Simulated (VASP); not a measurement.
A run of VASP 6.6.1 is set up as follows.

Contents of INCAR:

```
ALGO = Normal
EDIFF = 1E-6
ENCUT = 520
GGA = PE
GGA_COMPAT = False
ISIF = 2
ISMEAR = 0
LASPH = True
LCHARG = True
LORBIT = 11
LORBMOM = True
LREAL = False
LSORBIT = True
LVHAR = True
LWAVE = False
MAGMOM = 0 0 0 0 0 0 0 0 0 0 0 0
NBANDS = 33
NELM = 150
PREC = Accurate
SIGMA = 0.05
```

The input KPOINTS:

```
k-points
0
Gamma
  8 8 8
```

The input POSCAR:

```
SrAl3
1.0
    4.4737020881      0.0000000000      0.0000000000
    0.0000000000      4.4737020881      0.0000000000
    0.0000000000      0.0000000000      4.4737020881
Sr Al
1 3
Direct
    0.0000000000      0.0000000000      0.0000000000
    0.0000000000      0.5000000000      0.5000000000
    0.5000000000      0.5000000000      0.0000000000
    0.5000000000      0.0000000000      0.5000000000
```

Potentials or basis: VASP PAW PBE potentials, release 64 (Sr_sv, Al).

Command:

```console
$ cat potpaw_PBE.64/Sr_sv/POTCAR potpaw_PBE.64/Al/POTCAR > POTCAR
$ mpirun -np 1 vasp_ncl > vasp.out
```

Question: What does it give for the net moment?

Answer: 0.00 μB per cell.

Question: What does it give for the pressure?

Answer: 0.0 GPa.

Moments on the atoms (μB; x, y, z):
```
Sr  0.00 0.00 0.00
Al  0.00 0.00 0.00
Al  0.00 0.00 0.00
Al  0.00 0.00 0.00
```
